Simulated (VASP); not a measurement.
Write the native input for VASP 6.6.1 that does the following.

```
Task                   : relaxation of cell and atoms
Functional             : LDA
Potentials or basis    : VASP PAW LDA potentials, release 64 (Na_pv)
Cutoff                 : 600 eV
k mesh                 : 12 × 12 × 12
Occupations            : fermi-dirac, width 0.05 eV
Spin                   : no spin polarisation
Dipole correction      : no
Further INCAR settings : ALGO = Normal; EDIFF = 1e-06; IBRION = 2; EDIFFG = -0.005; NSW = 60; ISIF = 3
```

The structure of Na lies in POSCAR:

```
Na
1.0
    3.3040611159      0.0000000000      0.0000000000
    0.0000000000      3.3040611159      0.0000000000
    0.0000000000      0.0000000000      3.3040611159
Na
1
Direct
    0.0000000000      0.0000000000      0.0000000000
```

This isn't the form of Na at room conditions, which is bcc.

One way to write it, as run:

INCAR

```
PREC = Accurate
ENCUT = 600
EDIFF = 1E-6
ISMEAR = -1
SIGMA = 0.05
LREAL = False
LASPH = True
NELM = 100
ALGO = Normal
ISIF = 3
LWAVE = False
LCHARG = False
IBRION = 2
NSW = 60
EDIFFG = -0.005
```

KPOINTS

```
Automatic mesh
0
Gamma
  12 12 12
```

Potentials or basis: VASP PAW LDA potentials, release 64 (Na_pv).

Launch:

```bash
$ cat potpaw_LDA.64/Na_pv/POTCAR > POTCAR
$ mpirun -np 1 vasp_std > vasp.out
```

Results of the run:

The relaxed volume is 35.77 Å³/atom and the relaxed cell is a = 3.295 Å, b = 3.295 Å, c = 3.295 Å, α = 90.00°, β = 90.00°, γ = 90.00°. The space group after relaxing (to 0.1 Å) is Pm-3m (No. 221), the energy gained by relaxing is 0.1 meV/atom and the ionic steps are 4. The pressure after relaxing is 0.0 GPa and the band gap on the k mesh is zero (an odd number of electrons rules out a gap without spin polarisation).

Run time: 21 s on 1 thread of Intel(R) Xeon(R) Platinum 8375C CPU @ 2.90GHz (Ice Lake), with other jobs on the host, peak memory 0.14 GiB.
